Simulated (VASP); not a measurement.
**Sb: single point with PBE**

The system is Sb, a sheet with vacuum.

```
Sb
1.0
     3.23056    0.00000    0.00000
     0.00000    3.10980    0.00000
     0.00000    0.00000   31.36000
Sb
2
Direct
  0.00000 0.00000 0.24638
  0.50000 0.00000 0.32760
```

- Program: VASP 6.6.1
- Task: single point
- Functional: PBE
- Potentials or basis: VASP PAW PBE potentials, release 64 (Sb)
- Cutoff: 400 eV
- k mesh: 8 × 9 × 1
- Occupations: fermi-dirac, width 0.05 eV
- Spin: no spin polarisation
- Dipole correction: no
- Further INCAR settings: ALGO = Normal; EDIFF = 1e-06; NBANDS = 12; NELMDL = -8

* Largest force: 0.071 eV/Å
* Band gap on the k mesh: zero (band 5 reaches 0.13 eV, above the bottom of band 6 at -4.36 eV)

Forces on the atoms (eV/Å):
```
Sb   0.000  0.000 -0.071
Sb   0.000  0.000  0.071
```

Levels at points of the mesh, in eV from the Fermi level:
| k point | band 2 | band 3 | band 4 | band 5 | band 6 | band 7 | band 8 | band 9 |
| --- | --- | --- | --- | --- | --- | --- | --- | --- |
| (0.00, 0.00, 0.00) | -9.96 | -3.98 | 0.54 | 1.89 | 3.15 | 3.35 | 3.81 | 3.91 |
| (0.50, 0.00, 0.00) | -9.40 | -4.75 | -4.75 | -0.20 | -0.20 | 5.28 | 5.28 | 5.75 |

It took 83 s on 1 thread of AMD EPYC 7R13 Processor (Zen 3) (shared host), peak memory 0.27 GiB.

Caveat: spin-orbit coupling is left out, which moves the levels of the heavy elements.
